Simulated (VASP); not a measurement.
Crystal: GaSb3.

```
Ga Sb
1.0
     4.68281    0.00000    0.00000
     0.00000    4.68281    0.00000
     0.00000    0.00000    4.63467
Ga Sb
1 3
Cartesian
  0.0000 0.0000 0.0000
  0.0000 2.3414 2.3173
  2.3414 0.0000 2.3173
  2.3414 2.3414 0.0000
```

| Quantity | Value |
| --- | --- |
| Program | VASP 6.6.1 |
| Task | relaxation of cell and atoms |
| Functional | PBE |
| Potentials or basis | VASP PAW PBE potentials, release 64 (Ga_d, Sb) |
| Cutoff | 600 eV |
| k mesh | 10 × 10 × 10 |
| Occupations | gaussian, width 0.1 eV |
| Spin | no spin polarisation |

At the start: pressure 1.8 GPa; volume 25.41 Å³/atom.

Question: Where does the relaxation end?

Answer: Over 3 steps the energy falls by 4.3 meV/atom and the volume is 26.21 Å³/atom (+3.2 %); space group Pm-3m (No. 221, to 0.05 Å).

Step by step:
| step | energy change (eV) | largest force (eV/Å) | pressure (GPa) | volume (Å³) |
| --- | --- | --- | --- | --- |
| 1 | 0.0000 | 0.0000 | 1.76 | 101.63 |
| 2 | -0.0160 | 0.0000 | -0.47 | 105.78 |
| 3 | -0.0172 | 0.0000 | -0.02 | 104.85 |

Final structure:
```
Ga Sb
1.0
     4.73145    0.00000    0.00000
     0.00000    4.73145    0.00000
     0.00000    0.00000    4.68367
Ga Sb
1 3
Direct
  0.00000 0.00000 0.00000
  0.00000 0.50000 0.50000
  0.50000 0.00000 0.50000
  0.50000 0.50000 0.00000
```
